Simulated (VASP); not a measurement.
Wanted: the native input for a VASP 6.6.1 run.

```yaml
Task: relaxation of cell and atoms
Functional: PBE
Potentials_or_basis: VASP PAW PBE potentials, release 64 (Nb_sv, W_sv, S)
Cutoff: 600 eV
k_mesh: 12 × 12 × 4
Occupations: gaussian, width 0.1 eV
Spin: no spin polarisation
Dipole_correction: no
Further_INCAR_settings: ALGO = Normal; EDIFF = 1e-07; IBRION = 2; EDIFFG = -0.01; NSW = 100; ISIF = 3
```

The structure of Nb2WS2 lies in POSCAR:

```
Nb2WS2
1.0
    3.2317720278      0.0000000000      0.0000000000
   -1.6158860139      2.7987966753      0.0000000000
    0.0000000000      0.0000000000     10.8315726435
Nb W S
2 1 2
Direct
    0.3333333333      0.6666666667      0.1907313642
    0.6666666667      0.3333333333      0.8092686358
    0.0000000000      0.0000000000      0.0000000000
    0.6666666667      0.3333333333      0.3380877920
    0.3333333333      0.6666666667      0.6619122080
```

The input as run:

INCAR

```
PREC = Accurate ; ENCUT = 600
EDIFF = 1E-7 ; ISMEAR = 0
SIGMA = 0.1 ; LREAL = F
LASPH = T ; NELM = 100
ALGO = Normal ; ISIF = 3
LWAVE = F ; LCHARG = F
GGA = PE ; IBRION = 2
NSW = 100 ; EDIFFG = -0.01
```

KPOINTS

```
Automatic mesh
0
Gamma
  12 12 4
```

Potentials or basis: VASP PAW PBE potentials, release 64 (Nb_sv, W_sv, S).

The run is started by

```bash
$ cat potpaw_PBE.64/Nb_sv/POTCAR potpaw_PBE.64/W_sv/POTCAR potpaw_PBE.64/S/POTCAR > POTCAR
$ mpirun -np 1 vasp_std > vasp.out
```

It gave:

* Relaxed volume: 19.62 Å³/atom
* Relaxed cell: a = 3.216 Å, b = 3.216 Å, c = 10.950 Å, α = 90.00°, β = 90.00°, γ = 120.00°
* Space group after relaxing (to 0.1 Å): P-3m1 (No. 164)
* Energy gained by relaxing: 1.2 meV/atom
* Ionic steps: 6
* Pressure after relaxing: 0.0 GPa
* Largest force after relaxing: 0.005 eV/Å
* Band gap on the k mesh: zero (bands 26 and 27 overlap by 1.03 eV)

Caveat: spin-orbit coupling is left out, which moves the levels of the heavy elements; this functional lacks dispersion, which binds layers or chains, so the pressure and a relaxed spacing across them are unreliable.

Run time: 15 min on 1 thread of AMD EPYC 9R45 96-Core Processor (Zen 5), on a shared host, peak memory 0.41 GiB.
